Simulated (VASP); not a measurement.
Set up this calculation in VASP 6.6.1, as the native input.

```yaml
Task: single point
Functional: LDA
Potentials_or_basis: VASP PAW LDA potentials, release 64 (B, N)
Cutoff: 600 eV
k_mesh: 12 × 12 × 12
Occupations: gaussian, width 0.05 eV
Spin: no spin polarisation
Dipole_correction: no
Further_INCAR_settings: ALGO = Normal; EDIFF = 1e-06; NBANDS = 11
```

The structure of BN lies in POSCAR:

```
BN
1.0
    1.2511217832      0.7223354983      3.3729344033
   -1.2511217832      0.7223354983      3.3729344033
    0.0000000000     -1.4446709967      3.3729344033
B N
1 1
Direct
    0.9296255214      1.0894820619      1.0095537916
    0.3327618000      0.3327618000      0.3327618000
```

This cell differs from its parent crystal: atom 1 (B) moved by (-0.200, +0.100) A along x and z.

One way to write it, as run:

INCAR

```
PREC = Accurate ; ENCUT = 600
EDIFF = 1E-6 ; ISMEAR = 0
SIGMA = 0.05 ; LREAL = False
LASPH = True ; NELM = 120
ALGO = Normal ; ISIF = 2
LWAVE = False ; LCHARG = False
GGA = CA ; NBANDS = 11
GGA_COMPAT = False
```

KPOINTS

```
Automatic mesh
0
Gamma
  12 12 12
```

Potentials or basis: VASP PAW LDA potentials, release 64 (B, N).

Launch:

```sh
$ cat potpaw_LDA.64/B/POTCAR potpaw_LDA.64/N/POTCAR > POTCAR
$ mpirun -np 1 vasp_std > vasp.out
```

It gave:

- Pressure: 10.1 GPa
- Largest force: 8.758 eV/Å
- Band gap on the k mesh: 2.19 eV, indirect (least direct gap 3.73 eV)

Caveat: the cell differs from its parent crystal (atom 1 (B) moved by (-0.200, +0.100) A along x and z); forces of over 1 eV/Å act on the atoms, so gaps and moduli don't describe the material at rest.

Run time: 3.3 min on 1 thread of AMD EPYC 9R45 96-Core Processor (Zen 5) (shared host), peak memory 0.28 GiB.
